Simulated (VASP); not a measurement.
# MoH3 (P6_322) in VASP: further runs

MoH3 is run at these levels: PBE; tasks: single point.

All numbers are computed with VASP 6.6.1; they aren't measurements. Logs are shortened: lines on timing, memory, paths and dates and some standing lists are left out, and cuts for length are marked.

## 1. The cell of the first run

The structure is hexagonal, space group P6_322 (No. 182). Conventional cell: a = 4.716 Å, b = 4.716 Å, c = 2.846 Å, α = 90.00°, β = 90.00°, γ = 120.00°. Within 2.5 Å of H (site symmetry 2) lie 2 Mo at 1.84 Å and 8 H at 1.96 to 2.48 Å. Within 2.4 Å of Mo (site symmetry 32) lie 6 H at 1.84 Å.

## 2. Single point, PBE

INCAR reads:

```
ALGO = Normal
EDIFF = 1E-6
ENCUT = 520
GGA = PE
ISIF = 2
ISMEAR = 0
LASPH = T
LCHARG = F
LREAL = F
LWAVE = F
NBANDS = 27
NELM = 100
PREC = Accurate
SIGMA = 0.2
```

KPOINTS reads:

```
k-points
0
Gamma
  8 6 6
```

POSCAR reads:

```
MoH3
1.0
    0.0000000000      0.0000000000      2.8458418932
    4.7159950729      0.0000000000      0.0000000000
   -2.3579975365      4.0841715372      0.0000000000
H Mo
6 2
Direct
    0.0000000000      0.2846058476      1.0000000000
    1.0000000000      0.0000000000      0.2846058476
    0.0000000000      0.7153941524      0.7153941524
    0.5000000000      0.7153941524      0.0000000000
    0.5000000000      0.0000000000      0.7153941524
    0.5000000000      0.2846058476      0.2846058476
    0.2500000000      0.3333333333      0.6666666667
    0.7500000000      0.6666666667      0.3333333333
```

Potentials or basis: VASP PAW PBE potentials, release 64 (H, Mo_sv).

On the command line:

```bash
cat potpaw_PBE.64/H/POTCAR potpaw_PBE.64/Mo_sv/POTCAR > POTCAR
mpirun -np 1 vasp_std > vasp.out
```

OUTCAR:

```text
EDIFF = 1E-6
   ENCUT = 520
   GGA = PE
   ISIF = 2
   ISMEAR = 0
   LASPH = T
   LREAL = F
   NELM = 100
   PREC = Accurate

 ion  position               nearest neighbor table
   1  0.000  0.285  0.000-   7 1.84   8 1.84
   2  0.000  0.000  0.285-   8 1.84   7 1.84
   3  0.000  0.715  0.715-   8 1.84   7 1.84
   4  0.500  0.715  0.000-   8 1.84   7 1.84
   5  0.500  0.000  0.715-   7 1.84   8 1.84
   6  0.500  0.285  0.285-   7 1.84   8 1.84
   7  0.250  0.333  0.667-   1 1.84   5 1.84   2 1.84   4 1.84   6 1.84   3 1.84   8 3.07   8 3.07
                             8 3.07   8 3.07   8 3.07   8 3.07
   8  0.750  0.667  0.333-   4 1.84   2 1.84   5 1.84   1 1.84   3 1.84   6 1.84   7 3.07   7 3.07
                             7 3.07   7 3.07   7 3.07   7 3.07

  LATTYP: Found a hexagonal cell.
 ALAT       =     4.7159950729
 C/A-ratio  =     0.6034446282

  Lattice vectors:

 A1 = (   4.7159950729,   0.0000000000,   0.0000000000)
 A2 = (  -2.3579975365,   4.0841715372,   0.0000000000)
 A3 = (   0.0000000000,   0.0000000000,   2.8458418932)

Analysis of symmetry for initial positions (statically):
=====================================================================
 Subroutine PRICEL returns:
 Original cell was already a primitive cell.

 Routine SETGRP: Setting up the symmetry group for a
 hexagonal supercell.

 Subroutine GETGRP returns: Found 12 space group operations
 (whereof  6 operations were pure point group operations)
 out of a pool of 24 trial point group operations.

The static configuration has the point symmetry D_3 .
 The point group associated with its full space group is D_6 .

Analysis of symmetry for dynamics (positions and initial velocities):
=====================================================================
 Subroutine PRICEL returns:
 Original cell was already a primitive cell.

 Routine SETGRP: Setting up the symmetry group for a
 hexagonal supercell.

 Subroutine GETGRP returns: Found 12 space group operations
 (whereof  6 operations were pure point group operations)
 out of a pool of 24 trial point group operations.

The dynamic configuration has the point symmetry D_3 .
 The point group associated with its full space group is D_6 .

 Subroutine INISYM returns: Found 12 space group operations
 (whereof  6 operations are pure point group operations),
 and found     1 'primitive' translations

----------------------------------------------------------------------------------------

                                     Primitive cell

  volume of cell :      54.8136

  direct lattice vectors                    reciprocal lattice vectors
     0.000000000  0.000000000  2.845841893     0.000000000  0.000000000  0.351389865
     4.715995073  0.000000000  0.000000000     0.212044327  0.122423849  0.000000000
    -2.357997537  4.084171537  0.000000000     0.000000000  0.244847698  0.000000000

  length of vectors
     2.845841893  4.715995073  4.715995073     0.351389865  0.244847698  0.244847698

  position of ions in fractional coordinates (direct lattice)
     0.000000000  0.284605848  0.000000000
     0.000000000  0.000000000  0.284605848
     0.000000000  0.715394152  0.715394152
     0.500000000  0.715394152  0.000000000
     0.500000000  0.000000000  0.715394152
     0.500000000  0.284605848  0.284605848
     0.250000000  0.333333333  0.666666667
     0.750000000  0.666666667  0.333333333

  ion indices of the primitive-cell ions
   primitive index   ion index
                 1           1
                 2           2
                 3           3
                 4           4
                 5           5
                 6           6
                 7           7
                 8           8

----------------------------------------------------------------------------------------

 KPOINTS: k-points

Automatic generation of k-mesh.
 Grid dimensions read from file:
 generate k-points for:    8    6    6

 Generating k-lattice:

  Cartesian coordinates                     Fractional coordinates (reciprocal lattice)
     0.000000000  0.000000000  0.043923733     0.125000000  0.000000000  0.000000000
     0.035340721  0.020403975  0.000000000     0.000000000  0.166666667  0.000000000
     0.000000000  0.040807950  0.000000000     0.000000000  0.000000000  0.166666667

  Length of vectors
     0.043923733  0.040807950  0.040807950

  Shift w.r.t. Gamma in fractional coordinates (k-lattice)
     0.000000000  0.000000000  0.000000000

 Subroutine IBZKPT returns following result:
 ===========================================

 Found     35 irreducible k-points:

 Following reciprocal coordinates:
            Coordinates               Weight
  0.000000  0.000000  0.000000      1.000000
  0.125000  0.000000  0.000000      2.000000
  0.250000  0.000000  0.000000      2.000000
  0.375000  0.000000  0.000000      2.000000
  0.500000  0.000000  0.000000      1.000000
  0.000000  0.166667  0.000000      6.000000
[... 16 lines left out ...]
  0.250000  0.166667  0.166667     12.000000
  0.375000  0.166667  0.166667     12.000000
 [... further k-points ...]
   k-points           NKPTS =     35   k-points in BZ     NKDIM =     35   number of bands    NBANDS=     27
   number of dos      NEDOS =    301   number of ions     NIONS =      8
   total plane-waves  NPLWV =  31104
   dimension x,y,z NGX =    24 NGY =   36 NGZ =   36
   dimension x,y,z NGXF=    48 NGYF=   72 NGZF=   72
   ions per type =               6   2
   NGX,Y,Z   is equivalent  to a cutoff of  14.02, 12.69, 12.69 a.u.
   NGXF,Y,Z  is equivalent  to a cutoff of  28.04, 25.38, 25.38 a.u.
 SYSTEM =  unknown system
   PREC   = accura    normal or accurate (medium, high low for compatibility)
   ISTART =      0    job   : 0-new  1-cont  2-samecut
   ICHARG =      2    charge: 1-file 2-atom 10-const
   ISPIN  =      1    spin polarized calculation?
   LNONCOLLINEAR =      F non collinear calculations
   LSORBIT =      F    spin-orbit coupling
   LASPH  =      T    aspherical Exc in radial PAW
   ENCUT  =  520.0 eV  38.22 Ry    6.18 a.u.   5.29  8.77  8.77*2*pi/ulx,y,z
   NELM   =    100;   NELMIN=  2; NELMDL= -5     # of ELM steps
   EDIFF  = 0.1E-05   stopping-criterion for ELM
   LREAL  =      F    real-space projection
   EDIFFG = 0.1E-04   stopping-criterion for IOM
   NSW    =      0    number of steps for IOM
   IBRION =     -1    ionic relax: 0-MD 1-quasi-New 2-CG
   NFREE  =      0    steps in history (QN), initial steepest desc. (CG)
   ISIF   =      2    stress and relaxation
   ISYM   =      2    0-nonsym 1-usesym 2-fastsym
   POTIM  = 0.5000    time-step for ionic-motion
   TEBEG  =    0.0;   TEEND  =   0.0 temperature during run
   PSTRESS=    0.0 pullay stress
   NELECT =      34.0000    total number of electrons
   NUPDOWN=      -1.0000    fix difference up-down
   EMIN   =  10.00;   EMAX   =-10.00  energy-range for DOS
   EFERMI =   0.00;   METHOD = LEGACY
   ISMEAR =     0;   SIGMA  =   0.20  broadening in eV -4-tet -1-fermi 0-gaus
   EFERMI_NEDOS =   21; number of points for ismear=-14 and -15
   IALGO  =     38    algorithm
   IMIX   =      4    mixing-type and parameters
     AMIX     =   0.40;   BMIX     =  1.00
     AMIX_MAG =   1.60;   BMIX_MAG =  1.00
  volume/ion in A,a.u.               =       6.85        46.24
  Fermi-wavevector in a.u.,A,eV,Ry     =   1.396170  2.638380 26.521727  1.949292
  Thomas-Fermi vector in A             =   2.519551
   LORBIT       =      0    0 simple, 1 ext, 2 COOP (PROOUT), +10 PAW based schemes
   GGA     = PE    functional components
   LHFCALC =     F    Hartree Fock is set to
   AEXX    =    0.0000 exact exchange contribution
   IVDW    =     0    specifies the selected vdW correction
   LEPSILON=     F    determine dielectric tensor
   LRPA    =     F    only Hartree local field effects (RPA)
 non-spin polarized calculation
 Gauss-broadening in eV      SIGMA  =   0.20
  energy-cutoff  :      520.00
  volume of cell :       54.81
 maximum number of plane-waves:      1498
 NGX is ok and might be reduce to    24
   NGX = 11   NGY = 17   NGZ = 17

 number of electron      34.0000004 magnetization

 Free energy of the ion-electron system (eV)
  ---------------------------------------------------
  ext. energy  EPLUGINS =         0.00000000
  ---------------------------------------------------
  free energy    TOTEN  =       -39.67800876 eV

  energy without entropy =      -39.59627566  energy(sigma->0) =      -39.63714221

 E-fermi :   7.0419     XC(G=0): -11.6877

 val. band max:        7.0082332372   @ k =   0.2500   0.3333   0.1667
 cond. band min:       7.0556252012   @ k =   0.3750   0.3333   0.1667
 fundamental gap:      0.0473919640
 Fermi energy:         7.0419477571

 k-point     1 :       0.0000    0.0000    0.0000
  band No.  band energies     occupation
      1     -53.9595      2.00000
      2     -53.8718      2.00000
      3     -28.2132      2.00000
      4     -28.2132      2.00000
      5     -27.8793      2.00000
      6     -27.8793      2.00000
[... 19 lines left out ...]
     26      15.0768      0.00000
     27      20.6563      0.00000

 k-point     2 :       0.1250    0.0000    0.0000
  band No.  band energies     occupation
      1     -53.9462      2.00000
      2     -53.8650      2.00000
      3     -28.1981      2.00000
      4     -28.1812      2.00000
      5     -27.8897      2.00000
      6     -27.8717      2.00000
[... 19 lines left out ...]
     26      15.2845      0.00000
     27      18.7599      0.00000

 k-point     3 :       0.2500    0.0000    0.0000
  band No.  band energies     occupation
      1     -53.9124      2.00000
      2     -53.8500      2.00000
      3     -28.1428      2.00000
      4     -28.1111      2.00000
      5     -28.0614      2.00000
      6     -27.9615      2.00000
[... 19 lines left out ...]
     26      15.6432      0.00000
     27      16.1602      0.00000

 k-point     4 :       0.3750    0.0000    0.0000
  band No.  band energies     occupation
      1     -53.8736      2.00000
      2     -53.8397      2.00000
      3     -28.2634      2.00000
      4     -28.2102      2.00000
      5     -28.0667      2.00000
      6     -28.0247      2.00000
[... 19 lines left out ...]
     26      14.7210      0.00000
     27      15.5393      0.00000

 k-point     5 :       0.5000    0.0000    0.0000
  band No.  band energies     occupation
      1     -53.8465      2.00000
      2     -53.8465      2.00000
      3     -28.3284      2.00000
      4     -28.3284      2.00000
      5     -27.9931      2.00000
      6     -27.9931      2.00000
[... 19 lines left out ...]
     26      14.4697      0.00000
     27      16.7691      0.00000

 k-point     6 :       0.0000    0.1667    0.0000
  band No.  band energies     occupation
      1     -53.9543      2.00000
      2     -53.8770      2.00000
      3     -28.2256      2.00000
      4     -28.2006      2.00000
      5     -27.8945      2.00000
      6     -27.8670      2.00000
[... 444 lines left out ...]
      1     -53.9449      2.00000
      2     -53.8864      2.00000
      3     -28.2478      2.00000
      4     -28.1715      2.00000
      5     -27.9267      2.00000
      6     -27.8457      2.00000
[... 19 lines left out ...]
     26      17.4664      0.00000
     27      19.5849      0.00000

 k-point    22 :       0.1250    0.1667    0.1667
  band No.  band energies     occupation
      1     -53.9327      2.00000
      2     -53.8786      2.00000
      3     -28.2223      2.00000
      4     -28.1574      2.00000
      5     -27.9368      2.00000
      6     -27.8497      2.00000
[... 19 lines left out ...]
     26      17.4077      0.00000
     27      18.6716      0.00000

 k-point    23 :       0.2500    0.1667    0.1667
  band No.  band energies     occupation
      1     -53.9020      2.00000
      2     -53.8604      2.00000
      3     -28.1657      2.00000
      4     -28.1496      2.00000
      5     -28.0434      2.00000
      6     -27.9791      2.00000
[... 19 lines left out ...]
     26      16.0830      0.00000
     27      17.9039      0.00000

 k-point    24 :       0.3750    0.1667    0.1667
  band No.  band energies     occupation
      1     -53.8679      2.00000
      2     -53.8453      2.00000
      3     -28.3015      2.00000
      4     -28.2593      2.00000
      5     -28.0620      2.00000
      6     -27.9800      2.00000
[... 19 lines left out ...]
     26      15.2845      0.00000
     27      16.7988      0.00000

 [... further k-points ...]
[... 5 lines left out ...]
  --------------------------------------------------------------------------------------
  -------------------------------------------------------------------------------------
  Total        0.0006687      0.0006687      0.1950948     -0.0000000     -0.0000000      0.0000000
  in kB        0.0195468      0.0195468      5.7025371     -0.0000000     -0.0000000      0.0000000
  external PRESSURE =       1.9138769 kB  Pullay stress =       0.0000000 kB

 VOLUME and BASIS-vectors are now :
 -----------------------------------------------------------------------------
  energy-cutoff  :      520.00
  volume of cell :       54.81
      direct lattice vectors                 reciprocal lattice vectors
     0.000000000  0.000000000  2.845841893     0.000000000  0.000000000  0.351389865
     4.715995073  0.000000000  0.000000000     0.212044327  0.122423849  0.000000000
    -2.357997537  4.084171537  0.000000000     0.000000000  0.244847698  0.000000000

 POSITION                                       TOTAL-FORCE (eV/Angst)
 -----------------------------------------------------------------------------------
      1.34220      0.00000      0.00000        -0.000438      0.000000      0.000000
     -0.67110      1.16238      0.00000         0.000219     -0.000379      0.000000
      1.68690      2.92179      0.00000         0.000219      0.000379      0.000000
      3.37380      0.00000      1.42292         0.000438      0.000000      0.000000
     -1.68690      2.92179      1.42292        -0.000219      0.000379      0.000000
      0.67110      1.16238      1.42292        -0.000219     -0.000379      0.000000
     -0.00000      2.72278      0.71146         0.000000      0.000000     -0.000000
      2.35800      1.36139      2.13438         0.000000      0.000000      0.000000
 -----------------------------------------------------------------------------------
    total drift:                                0.000000     -0.000000      0.000000

  FREE ENERGIE OF THE ION-ELECTRON SYSTEM (eV)
  ---------------------------------------------------
  free  energy   TOTEN  =       -39.6780087582 eV

  energy  without entropy=      -39.5962756559  energy(sigma->0) =      -39.63714221
```

It took 80 s on 1 thread of Intel Xeon 8259CL, shared host; peak memory 0.2 GiB.

Results:

```yaml
Free_energy: -39.6780 eV
Pressure: 0.2 GPa
Band_gap_on_the_k_mesh: zero (bands 17 and 18 overlap by 2.18 eV)
```

## 3. Single point, PBE

INCAR reads:

```
SYSTEM = MoH3
ALGO = Normal
EDIFF = 1E-7
ENCUT = 520
GGA = PE
ISIF = 2
ISMEAR = 0
LASPH = .True.
LCHARG = .False.
LREAL = .False.
LWAVE = .False.
NBANDS = 27
NELM = 60
PREC = Accurate
SIGMA = 0.1
```

KPOINTS reads:

```
k-points
0
Gamma
  6 6 12
  0 0 0
```

POSCAR reads:

```
MoH3
1.0
    4.7159950729      0.0000000000      0.0000000000
   -2.3579975365      4.0841715372      0.0000000000
    0.0000000000      0.0000000000      2.8458418932
H Mo
6 2
Direct
    0.2846058476      0.0000000000      0.0000000000
    0.0000000000      0.2846058476      0.0000000000
    0.7153941524      0.7153941524      0.0000000000
    0.7153941524      0.0000000000      0.5000000000
    0.0000000000      0.7153941524      0.5000000000
    0.2846058476      0.2846058476      0.5000000000
    0.3333333333      0.6666666667      0.2500000000
    0.6666666667      0.3333333333      0.7500000000
```

Potentials or basis: VASP PAW PBE potentials, release 64 (H, Mo_sv).

On the command line:

```bash
cat potpaw_PBE.64/H/POTCAR potpaw_PBE.64/Mo_sv/POTCAR > POTCAR
mpirun -np 1 vasp_std > vasp.out
```

Run time: 93 s. Hardware: 1 thread of Intel Xeon 8259CL, shared host; peak memory 0.21 GiB.

The run converged. Its results:

```yaml
Free_energy: -39.6704 eV
Pressure: 0.0 GPa
Largest_force: 0.004 eV/Å
Band_gap_on_the_k_mesh: zero (bands 17 and 18 overlap by 2.18 eV)
```

Forces on the atoms (eV/Å):
```
H   -0.004  0.000  0.000
H    0.002 -0.004  0.000
H    0.002  0.004  0.000
H    0.004  0.000  0.000
H   -0.002  0.004  0.000
H   -0.002 -0.004  0.000
Mo   0.000  0.000  0.000
Mo   0.000  0.000  0.000
```

Levels at points of the mesh, in eV from the Fermi level:
```csv
k point,band 13,band 14,band 15,band 16,band 17,band 18,band 19,band 20,band 21,band 22
"(0.00, 0.00, 0.00)",-3.23,-3.23,-1.86,0.28,0.28,1.20,1.20,2.50,2.71,2.71
"(0.50, 0.00, 0.00)",-3.44,-2.74,-2.29,-1.98,-0.14,0.09,1.24,1.58,2.28,5.68
"(0.00, 0.00, 0.50)",-3.24,-3.24,-1.82,-1.82,1.32,1.32,2.93,2.93,4.04,4.04
"(0.50, 0.00, 0.50)",-3.47,-3.47,-1.70,-1.70,-0.58,-0.58,2.18,2.18,5.00,5.00
```
